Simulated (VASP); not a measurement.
# Ta: single point with r2SCAN

Ta:

```xyz
1
Lattice="-1.9063 1.9063 1.2391 1.9063 -1.9063 1.2391 1.9063 1.9063 -1.2391" Properties=species:S:1:pos:R:3 pbc="T T T"
Ta    0.0000    0.0000    0.0000
```

This cell differs from its parent crystal: ratio of the length along z to the lengths across it x 0.65, volume and fractional coordinates fixed.

```json
{"Program": "VASP 6.6.1", "Task": "single point", "Functional": "r2SCAN", "Potentials or basis": "VASP PAW PBE potentials, release 64 (Ta_pv)", "Cutoff": "520 eV", "k mesh": "22 × 22 × 22", "Occupations": "gaussian, width 0.15 eV", "Spin": "no spin polarisation"}
```

The pressure is 14.3 GPa and the band gap on the k mesh is zero (an odd number of electrons rules out a gap without spin polarisation).

Stress tensor (GPa, compression positive):
```
 1.35  0.00  0.00
 0.00  1.35  0.00
 0.00  0.00 40.28
```

Levels at points of the mesh, in eV from the Fermi level:
```tsv
k point	band 2	band 3	band 4	band 5	band 6	band 7	band 8	band 9	band 10	band 11
(0.00, 0.00, 0.00)	-34.78	-33.65	-8.61	-2.65	-1.48	4.80	4.80	5.72	12.25	13.80
(0.50, 0.00, 0.00)	-34.85	-34.82	-4.73	-3.32	3.27	3.37	5.78	7.23	12.25	12.79
(0.50, 0.50, 0.00)	-34.69	-33.77	-5.32	-1.37	-0.77	2.51	4.05	8.13	9.82	12.25
(0.50, 0.50, 0.50)	-35.63	-33.89	-4.72	-4.34	5.07	5.07	7.34	7.75	7.75	12.25
```

Wall time 26 min on 1 thread of AMD EPYC 7R13 (shared host), peak memory 0.26 GiB.

Caveat: the stress differs along the axes, from 1 to 40 GPa; the PAW data sets were made with another functional, which shifts forces and pressure a little; spin-orbit coupling is left out, which moves the levels of the heavy elements.
